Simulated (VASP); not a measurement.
# LiMg in VASP: a series of runs

The runs below take LiMg through single point, with LDA.

All numbers are computed with VASP 6.6.1; they aren't measurements. Logs are shortened: lines on timing, memory, paths and dates and some standing lists are left out, and cuts for length are marked.

### Step 1. The cell of the first run

The cell holds a slab with vacuum, 4 atoms: a = 4.830 Å, b = 3.415 Å, c = 8.415 Å, α = 90.00°, β = 90.00°, γ = 90.00°.

### Step 2. Single point, LDA

Input file INCAR:

```
  PREC = Accurate
  ENCUT = 520
  EDIFF = 1E-6
  ISMEAR = -1
  SIGMA = 0.1
  LREAL = F
  LASPH = T
  NELM = 60
  ALGO = Normal
  ISIF = 2
  LWAVE = F
  LCHARG = F
  LDIPOL = T
  IDIPOL = 3
  DIPOL = 0.5 0.5 0.500
  GGA = CA
  NBANDS = 13
```

Input file KPOINTS:

```
regular mesh
0
Gamma
  4 5 1
```

Input file POSCAR:

```
LiMg
1.0
    4.8300003491      0.0000000000      0.0000000000
    0.0000000000      3.4153260000      0.0000000000
    0.0000000000      0.0000000000      8.4150001746
Li Mg
2 2
Direct
    0.0000000000      0.0000000000      0.3565062315
    0.5000000000      0.0000000000      0.6434937685
    0.5000000000      0.5000000000      0.3565062315
    0.0000000000      0.5000000000      0.6434937685
```

Potentials or basis: VASP PAW LDA potentials, release 64 (Li_sv, Mg).

The run is started by

```sh
$ cat potpaw_LDA.64/Li_sv/POTCAR potpaw_LDA.64/Mg/POTCAR > POTCAR
$ mpirun -np 1 vasp_std > vasp.out
```

OUTCAR:

```text
PREC = Accurate
   ENCUT = 520
   EDIFF = 1E-6
   ISMEAR = -1
   LREAL = F
   LASPH = T
   NELM = 60
   ISIF = 2
   GGA = CA

 ion  position               nearest neighbor table
   1  0.000  0.000  0.357-   4 2.96   4 2.96   3 2.96   3 2.96   3 2.96   3 2.96
   2  0.500  0.000  0.643-   3 2.96   3 2.96   4 2.96   4 2.96   4 2.96   4 2.96
   3  0.500  0.500  0.357-   2 2.96   2 2.96   1 2.96   1 2.96   1 2.96   1 2.96   4 3.42   4 3.42

   4  0.000  0.500  0.643-   1 2.96   1 2.96   2 2.96   2 2.96   2 2.96   2 2.96   3 3.42   3 3.42

  LATTYP: Found a simple orthorhombic cell.
 ALAT       =     3.4153260000
 B/A-ratio  =     1.4142135624
 C/A-ratio  =     2.4638936882

  Lattice vectors:

 A1 = (   0.0000000000,  -3.4153260000,   0.0000000000)
 A2 = (   4.8300003491,   0.0000000000,   0.0000000000)
 A3 = (   0.0000000000,   0.0000000000,   8.4150001746)

Analysis of symmetry for initial positions (statically):
=====================================================================
 Subroutine PRICEL returns:
 Original cell was already a primitive cell.

 Routine SETGRP: Setting up the symmetry group for a
 simple orthorhombic supercell.

 Subroutine GETGRP returns: Found  8 space group operations
 (whereof  4 operations were pure point group operations)
 out of a pool of  8 trial point group operations.

The static configuration has the point symmetry C_2v.
 The point group associated with its full space group is D_2h.

Analysis of symmetry for dynamics (positions and initial velocities):
=====================================================================
 Subroutine PRICEL returns:
 Original cell was already a primitive cell.

 Routine SETGRP: Setting up the symmetry group for a
 simple orthorhombic supercell.

 Subroutine GETGRP returns: Found  8 space group operations
 (whereof  4 operations were pure point group operations)
 out of a pool of  8 trial point group operations.

The dynamic configuration has the point symmetry C_2v.
 The point group associated with its full space group is D_2h.

 Subroutine INISYM returns: Found  8 space group operations
 (whereof  4 operations are pure point group operations),
 and found     1 'primitive' translations

----------------------------------------------------------------------------------------

                                     Primitive cell

  volume of cell :     138.8141

[... 95 lines left out ...]
     AMIX     =   0.40;   BMIX     =  1.00
     AMIX_MAG =   1.60;   BMIX_MAG =  1.00
  volume/ion in A,a.u.               =      34.70       234.19
  Fermi-wavevector in a.u.,A,eV,Ry     =   0.681183  1.287249  6.313240  0.464010
  Thomas-Fermi vector in A             =   1.759891
   LORBIT       =      0    0 simple, 1 ext, 2 COOP (PROOUT), +10 PAW based schemes
   GGA     = CA    functional components
   LHFCALC =     F    Hartree Fock is set to
   AEXX    =    0.0000 exact exchange contribution
   IVDW    =     0    specifies the selected vdW correction
   LEPSILON=     F    determine dielectric tensor
   LRPA    =     F    only Hartree local field effects (RPA)
 non-spin polarized calculation
  energy-cutoff  :      520.00
  volume of cell :      138.81
 maximum number of plane-waves:      3782
 NGX is ok and might be reduce to    36
   NGX = 17   NGY = 13   NGZ = 31

 number of electron      10.0000000 magnetization

 dipolmoment           0.000000      0.000000     -0.000000 electrons x Angstroem

 number of electron       9.9999997 magnetization

 dipolmoment           0.000000      0.000000      0.000000 electrons x Angstroem

 Free energy of the ion-electron system (eV)
  ---------------------------------------------------
  ext. energy  EPLUGINS =         0.00000000
  ---------------------------------------------------
  free energy    TOTEN  =        -6.42443778 eV

  energy without entropy =       -6.33555817  energy(sigma->0) =       -6.37999798

 E-fermi :  -0.3904     XC(G=0):  -6.1700

 val. band max:       -0.4046564277   @ k =   0.2500   0.0000   0.0000
 cond. band min:      -0.2812544991   @ k =   0.0000   0.2000   0.0000
 fundamental gap:      0.1234019287
 Fermi energy:        -0.3904479710

 k-point     1 :       0.0000    0.0000    0.0000
  band No.  band energies     occupation
      1     -46.0029      2.00000
      2     -46.0009      2.00000
      3      -5.1702      2.00000
      4      -2.6744      2.00000
      5      -0.7796      1.95997
      6      -0.1888      0.23504
      7       1.8322      0.00000
      8       2.2361      0.00000
      9       4.0361      0.00000
     10       4.6576      0.00000
     11       4.6987      0.00000
     12       5.2685      0.00000
     13       5.4368      0.00000
[... 114 lines left out ...]
  band No.  band energies     occupation
      1     -46.0001      2.00000
      2     -46.0001      2.00000
      3      -2.0347      2.00000
      4      -2.0347      2.00000
      5      -0.1594      0.18054
      6      -0.1594      0.18054
      7       1.3989      0.00000
      8       1.3989      0.00000
      9       2.8143      0.00000
     10       2.8143      0.00000
     11       3.5857      0.00000
     12       3.5857      0.00000
     13       5.2735      0.00000

------------------------ aborting loop because EDIFF is reached ----------------------------------------

 vacuum level on the upper side and lower side of the slab       (xc-potential included)        -2.630        -2.630

  FORCE on cell =-STRESS in cart. coord.  units (eV):
  Direction    XX          YY          ZZ          XY          YZ          ZX
  --------------------------------------------------------------------------------------
  -------------------------------------------------------------------------------------
  Total       -0.9907502     -0.9749146      0.5131565      0.0000000      0.0000000      0.0000000
  in kB      -11.4351350    -11.2523625      5.9227988      0.0000000      0.0000000      0.0000000
  external PRESSURE =      -5.5882329 kB  Pullay stress =       0.0000000 kB

 VOLUME and BASIS-vectors are now :
 -----------------------------------------------------------------------------
  energy-cutoff  :      520.00
  volume of cell :      138.81
      direct lattice vectors                 reciprocal lattice vectors
     4.830000349  0.000000000  0.000000000     0.207039323  0.000000000  0.000000000
     0.000000000  3.415326000  0.000000000     0.000000000  0.292797818  0.000000000
     0.000000000  0.000000000  8.415000175     0.000000000  0.000000000  0.118835410

 POSITION                                       TOTAL-FORCE (eV/Angst)
 -----------------------------------------------------------------------------------
      0.00000      0.00000      3.00000         0.000000      0.000000     -0.011729
      2.41500      0.00000      5.41500         0.000000      0.000000      0.011729
      2.41500      1.70766      3.00000         0.000000      0.000000      0.149324
      0.00000      1.70766      5.41500         0.000000      0.000000     -0.149324
 -----------------------------------------------------------------------------------
    total drift:                                0.000000      0.000000      0.000000

  FREE ENERGIE OF THE ION-ELECTRON SYSTEM (eV)
  ---------------------------------------------------
  free  energy   TOTEN  =        -6.4244377795 eV

  energy  without entropy=       -6.3355581742  energy(sigma->0) =       -6.37999798

 vacuum level on the upper side and lower side of the slab         0.750         0.750
```

OSZICAR:

```text
N       E                     dE             d eps       ncg     rms          rms(c)
DAV:   1     0.264306594977E+02    0.26431E+02   -0.39697E+03   234   0.605E+02
DAV:   2     0.835252927454E+00   -0.25595E+02   -0.24524E+02   274   0.131E+02
DAV:   3    -0.681075356414E+01   -0.76460E+01   -0.75160E+01   458   0.306E+01
DAV:   4    -0.708107093534E+01   -0.27032E+00   -0.26977E+00   289   0.112E+01
DAV:   5    -0.709679561476E+01   -0.15725E-01   -0.15719E-01   371   0.214E+00    0.194E+00
DAV:   6    -0.656924458282E+01    0.52755E+00   -0.74484E-01   289   0.193E+00    0.955E-01
DAV:   7    -0.642753901542E+01    0.14171E+00   -0.37643E-01   297   0.150E+00    0.324E-01
DAV:   8    -0.642423413396E+01    0.33049E-02   -0.17955E-02   284   0.484E-01    0.979E-02
DAV:   9    -0.642386706867E+01    0.36707E-03   -0.19121E-03   303   0.140E-01    0.584E-02
DAV:  10    -0.642441341985E+01   -0.54635E-03   -0.10024E-03   289   0.906E-02    0.142E-02
DAV:  11    -0.642442983151E+01   -0.16412E-04   -0.62751E-05   279   0.291E-02    0.749E-03
DAV:  12    -0.642443774102E+01   -0.79095E-05   -0.86493E-06   259   0.101E-02    0.979E-04
DAV:  13    -0.642443777955E+01   -0.38523E-07   -0.35811E-07   274   0.283E-03
   1 F= -.64244378E+01 E0= -.63799980E+01  d E =-.888796E-01
```

stdout:

```text
POSCAR found type information on POSCAR LiMg
 POSCAR found :  2 types and       4 ions
 scaLAPACK will be used
 LDA part: xc-table for (Slater(with rela. corr.)+CA(PZ))
 , standard interpolation
[... 31 lines left out ...]
|                                                                             |
|     of the dipole correction is larger 1E-1, which could mean that your     |
|     workfunction is not accurate as there is no field free region in        |
|     your cell. Please consider either increasing the size of your cell      |
|     along the dipole correction (vacuum dimension) or perhaps               |
|     increasing the precision of your calculation.                           |
|                                                                             |
 -----------------------------------------------------------------------------
```

Wall time 8.6 s (1 thread of Intel Xeon 6975P-C, shared host); peak memory 0.19 GiB.

What came out:

```yaml
Free_energy: -6.4244 eV
Largest_force: 0.149 eV/Å
Band_gap_on_the_k_mesh: zero (band 5 reaches -0.16 eV, above the bottom of band 6 at -0.87 eV)
```

Forces in eV/Å, atoms in the order of the input:
```
Li   0.000  0.000 -0.012
Li   0.000  0.000  0.012
Mg   0.000  0.000  0.149
Mg   0.000  0.000 -0.149
```

Caveat: the k points lie up to 0.37 Å⁻¹ apart; the cutoff is under 1.25 times the usual one of these potentials, so pressure, stress and relaxed cells hold a basis-set (Pulay) error.

(Part 1 of 3 ends here.)
